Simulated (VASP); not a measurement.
# Bi3SbO3 in VASP: a series of runs, part 2 of 2

VASP 6.6.1. Earlier steps stand in the parts before.

## 4. Single point, PBE

This run uses another cell than the first one, of 21.76 Å³/atom, 0.997 times its volume.

File INCAR:

```
SYSTEM = Bi3SbO3
PREC = Accurate
ENCUT = 520
EDIFF = 1E-6
ISMEAR = 0
SIGMA = 0.2
LREAL = .FALSE.
LASPH = .TRUE.
NELM = 80
ALGO = Normal
ISIF = 2
LWAVE = .FALSE.
LCHARG = .TRUE.
GGA = PE
LELF = .TRUE.
LVHAR = .TRUE.
NBANDS = 43
```

File KPOINTS:

```
regular mesh
0
G
  6 6 2
  0 0 0
```

File POSCAR:

```
Bi3SbO3
1.0
    4.3541189160     -0.0013630452      0.0987095659
    0.0016810229      3.6644020941      0.0019231894
    0.2705339893     -0.0040851413      9.5507224335
Sb Bi O
1 3 3
Direct
    0.0173128590     -0.0001006936      0.2913874877
    0.5530731771      0.4999983917      0.9937746095
    0.0104557094      0.0000792890      0.7287641044
    0.6121823012      0.4999944052      0.4819022166
    0.5318380070      0.0000981678      0.8361023389
    0.0068298430      0.4999781464      0.8769870910
   -0.2316918965     -0.0000477065      0.1179831518
```

Potentials or basis: VASP PAW PBE potentials, release 64 (Sb, Bi_d, O).

Run with:

```console
$ cat potpaw_PBE.64/Sb/POTCAR potpaw_PBE.64/Bi_d/POTCAR potpaw_PBE.64/O/POTCAR > POTCAR
$ mpirun -np 1 vasp_std > vasp.out
```

OUTCAR:

```text
SYSTEM = Bi3SbO3
   PREC = Accurate
   ENCUT = 520
   EDIFF = 1E-6
   ISMEAR = 0
   LREAL = .FALSE.
   LASPH = .TRUE.
   NELM = 80
   ISIF = 2
   GGA = PE

 ion  position               nearest neighbor table
   1  0.017  1.000  0.291-   7 2.03   4 3.07   4 3.08   4 3.72   4 3.72
   2  0.553  0.500  0.994-   6 2.22   5 2.38   5 2.38   7 2.40   7 2.40   6 2.68   3 3.64   3 3.64

   3  0.010  0.000  0.729-   5 2.28   6 2.32   6 2.32   5 2.54   4 3.51   4 3.51   2 3.64   2 3.64
                             4 3.89   4 3.89
   4  0.612  0.500  0.482-   1 3.07   1 3.08   3 3.51   3 3.51   1 3.72   1 3.72   3 3.89   3 3.89

   5  0.532  0.000  0.836-   3 2.28   2 2.38   2 2.38   3 2.54
   6  0.007  0.500  0.877-   2 2.22   3 2.32   3 2.32   2 2.68
   7  0.768  1.000  0.118-   1 2.03   2 2.40   2 2.40

  LATTYP: Found a triclinic cell.
 ALAT       =     4.3552378777
 B/A-ratio  =     2.8923312213
 C/A-ratio  =     0.8413783787
 COS(alpha) =     0.0000254748
 COS(beta)  =     0.0001575544
 COS(gamma) =     0.6528287539

  Lattice vectors:

 A1 = (   4.3541189160,  -0.0013630452,   0.0987095659)
 A2 = (   8.4377038427,   0.0013590509,  -9.3533033017)
 A3 = (   0.0016810229,   3.6644020941,   0.0019231894)

Analysis of symmetry for initial positions (statically):
=====================================================================
 Subroutine PRICEL returns:
 Original cell was already a primitive cell.

 Routine SETGRP: Setting up the symmetry group for a
 triclinic supercell.

 Subroutine GETGRP returns: Found  1 space group operations
 (whereof  1 operations were pure point group operations)
 out of a pool of  2 trial point group operations.

The static configuration has the point symmetry C_1 .

Analysis of symmetry for dynamics (positions and initial velocities):
=====================================================================
 Subroutine PRICEL returns:
 Original cell was already a primitive cell.

 Routine SETGRP: Setting up the symmetry group for a
[... 133 lines left out ...]
   IALGO  =     38    algorithm
   IMIX   =      4    mixing-type and parameters
     AMIX     =   0.40;   BMIX     =  1.00
     AMIX_MAG =   1.60;   BMIX_MAG =  1.00
  volume/ion in A,a.u.               =      21.76       146.81
  Fermi-wavevector in a.u.,A,eV,Ry     =   1.251289  2.364593 21.302961  1.565723
  Thomas-Fermi vector in A             =   2.385243
   LORBIT       =      0    0 simple, 1 ext, 2 COOP (PROOUT), +10 PAW based schemes
   GGA     = PE    functional components
   LHFCALC =     F    Hartree Fock is set to
   AEXX    =    0.0000 exact exchange contribution
   IVDW    =     0    specifies the selected vdW correction
   LEPSILON=     F    determine dielectric tensor
   LRPA    =     F    only Hartree local field effects (RPA)
 non-spin polarized calculation
 Gauss-broadening in eV      SIGMA  =   0.20
  energy-cutoff  :      520.00
  volume of cell :      152.29
 maximum number of plane-waves:      4144
   NGX = 17   NGY = 13   NGZ = 35

 number of electron      68.0000001 magnetization

 Free energy of the ion-electron system (eV)
  ---------------------------------------------------
  ext. energy  EPLUGINS =         0.00000000
  ---------------------------------------------------
  free energy    TOTEN  =       -35.94493628 eV

  energy without entropy =      -35.92839144  energy(sigma->0) =      -35.93666386

 E-fermi :   6.9064     XC(G=0):  -9.9418

 val. band max:        6.8959770947   @ k =  -0.3333   0.3333   0.5000
 cond. band min:       7.0305836480   @ k =   0.0000   0.0000   0.5000
 fundamental gap:      0.1346065533
 Fermi energy:         6.9063526239

 k-point     1 :       0.0000    0.0000    0.0000
  band No.  band energies     occupation
      1     -17.0604      2.00000
      2     -16.9095      2.00000
      3     -16.8956      2.00000
      4     -16.8825      2.00000
      5     -16.8565      2.00000
      6     -16.8543      2.00000
[... 1093 lines left out ...]
     42      11.5713      0.00000
     43      11.7818      0.00000

 [... further k-points ...]
[... 5 lines left out ...]
  --------------------------------------------------------------------------------------
  -------------------------------------------------------------------------------------
  Total        0.0354578     -0.0001855      0.0434894     -0.0021067     -0.0008099     -0.0522844
  in kB        0.3730453     -0.0019518      0.4575448     -0.0221637     -0.0085213     -0.5500746
  external PRESSURE =       0.2762128 kB  Pullay stress =       0.0000000 kB

 VOLUME and BASIS-vectors are now :
 -----------------------------------------------------------------------------
  energy-cutoff  :      520.00
  volume of cell :      152.29
      direct lattice vectors                 reciprocal lattice vectors
     4.354118916 -0.001363045  0.098709566     0.229815138 -0.000102010 -0.006509793
     0.001681023  3.664402094  0.001923189     0.000082836  0.272895718  0.000114380
     0.270533989 -0.004085141  9.550722434    -0.002375225 -0.000053898  0.104771379

 POSITION                                       TOTAL-FORCE (eV/Angst)
 -----------------------------------------------------------------------------------
      0.15589      3.66282      2.78659         0.015215      0.000177      0.008807
      2.67784      1.82738      9.54682        -0.048983      0.000063      0.013922
      0.24268     -0.00270      6.96126         0.037478     -0.000252     -0.015446
      2.79673      1.82938      4.66390        -0.002642      0.000016      0.011330
      2.54188     -0.00378      8.03788        -0.025749     -0.000628     -0.028945
      0.26783      1.82853      8.37750         0.019645      0.000398     -0.001507
      3.37890      3.66270      1.20459         0.005037      0.000226      0.011839
 -----------------------------------------------------------------------------------
    total drift:                               -0.000860     -0.000006     -0.000468

  FREE ENERGIE OF THE ION-ELECTRON SYSTEM (eV)
  ---------------------------------------------------
  free  energy   TOTEN  =       -35.9449362803 eV

  energy  without entropy=      -35.9283914378  energy(sigma->0) =      -35.93666386
```

OSZICAR:

```text
N       E                     dE             d eps       ncg     rms          rms(c)
DAV:   1     0.841191103362E+03    0.84119E+03   -0.33635E+04  3440   0.181E+03
DAV:   2     0.908491915017E+02   -0.75034E+03   -0.72440E+03  3656   0.503E+02
DAV:   3    -0.343678824336E+02   -0.12522E+03   -0.12184E+03  4254   0.212E+02
DAV:   4    -0.419943254364E+02   -0.76264E+01   -0.75260E+01  3879   0.536E+01
DAV:   5    -0.422960887319E+02   -0.30176E+00   -0.30109E+00  4477   0.111E+01    0.150E+01
DAV:   6    -0.360681876452E+02    0.62279E+01   -0.26160E+01  5282   0.521E+01    0.676E+00
DAV:   7    -0.359726057038E+02    0.95582E-01   -0.56402E+00  3548   0.119E+01    0.335E+00
DAV:   8    -0.359584563543E+02    0.14149E-01   -0.73854E-01  3857   0.427E+00    0.124E+00
DAV:   9    -0.359443678110E+02    0.14089E-01   -0.60671E-02  4631   0.199E+00    0.327E-01
DAV:  10    -0.359444815800E+02   -0.11377E-03   -0.16370E-02  4093   0.914E-01    0.123E-01
DAV:  11    -0.359449055862E+02   -0.42401E-03   -0.20783E-03  4332   0.246E-01    0.102E-01
DAV:  12    -0.359449426708E+02   -0.37085E-04   -0.10201E-03  4096   0.156E-01    0.326E-02
DAV:  13    -0.359449358608E+02    0.68101E-05   -0.81715E-05  3935   0.652E-02    0.119E-02
DAV:  14    -0.359449363867E+02   -0.52587E-06   -0.19366E-05  3539   0.248E-02    0.582E-03
DAV:  15    -0.359449362803E+02    0.10639E-06   -0.35460E-06  2962   0.112E-02
   1 F= -.35944936E+02 E0= -.35936664E+02  d E =-.165448E-01
```

stdout:

```text
POSCAR found type information on POSCAR SbBiO
 POSCAR found :  3 types and       7 ions
 scaLAPACK will be used
 LDA part: xc-table for (Slater+PW92), standard interpolation
 POSCAR, INCAR and KPOINTS ok, starting setup
 FFT: planning ... GRIDC
 FFT: planning ... GRID_SOFT
 FFT: planning ... GRID
 WAVECAR not read
 entering main loop
```

Run time: 8.4 min. Hardware: 1 thread of Oxide Virtual Turin-like, shared host; peak memory 0.34 GiB.

What came out:

- Free energy: -35.9449 eV
- Pressure: 0.0 GPa
- Largest force: 0.051 eV/Å
- Band gap on the k mesh: zero (band 34 reaches 8.01 eV, above the bottom of band 35 at 6.35 eV)

Forces on the atoms (eV/Å):
```
Sb   0.015  0.000  0.009
Bi  -0.049  0.000  0.014
Bi   0.037  0.000 -0.015
Bi  -0.003  0.000  0.011
O   -0.026 -0.001 -0.029
O    0.020  0.000 -0.002
O    0.005  0.000  0.012
```

Stress tensor (GPa, compression positive):
```
 0.04  0.00 -0.06
 0.00  0.00  0.00
-0.06  0.00  0.05
```

Levels at points of the mesh, in eV from the Fermi level:
```tsv
k point	band 30	band 31	band 32	band 33	band 34	band 35	band 36	band 37	band 38	band 39
(0.00, 0.00, 0.00)	-3.14	-2.67	-1.88	-1.22	0.19	0.32	1.31	1.81	2.90	2.93
(0.50, 0.00, 0.00)	-3.49	-3.00	-1.96	-1.10	1.10	1.25	1.70	2.56	2.77	2.88
(0.00, 0.50, 0.00)	-3.20	-3.04	-2.22	-2.07	-0.27	0.68	0.84	1.79	2.71	2.79
(0.50, 0.50, 0.00)	-2.93	-2.76	-2.73	-2.50	-1.45	0.13	0.43	1.44	1.74	1.90
(0.00, 0.00, 0.50)	-3.14	-2.74	-1.94	-1.07	0.12	0.40	1.56	2.11	2.31	2.70
(0.50, 0.00, 0.50)	-3.50	-2.64	-2.02	-1.13	1.00	1.15	1.39	2.77	2.95	3.19
(0.00, 0.50, 0.50)	-3.17	-3.13	-2.05	-1.93	-0.31	0.79	0.82	1.89	2.78	2.78
(0.50, 0.50, 0.50)	-2.87	-2.86	-2.77	-2.72	-0.95	-0.23	0.17	1.38	1.72	2.90
```

Caveat: spin-orbit coupling is left out, which moves the levels of the heavy elements.

## 5. Overview

```tsv
cell	k mesh	smearing	gap on the mesh (eV)	pressure (GPa)	largest force (eV/Å)
a = 4.332, b = 3.723, c = 9.480 Å, angles 90.0, 92.8, 90.0°, 7 atoms	8 × 8 × 4	gaussian 0.1 eV	none	0.0	0.06
a = 4.328, b = 3.725, c = 9.479 Å, angles 90.0, 92.7, 90.0°, 7 atoms	8 × 8 × 4	gaussian 0.1 eV	none	0.0	0.05
a = 4.355, b = 3.664, c = 9.555 Å, angles 90.0, 87.1, 90.0°, 7 atoms	6 × 6 × 2	gaussian 0.2 eV	none	0.0	0.05
```

Alike in all rows: task single point; level PBE; potentials or basis VASP PAW PBE potentials, release 64 (Sb, Bi_d, O); no spin polarisation; cutoff (eV) 520.

Caveats: spin-orbit coupling is left out, which moves the levels of the heavy elements.

Total energies depend on the potentials used, so only differences within one code and one set of settings carry meaning.
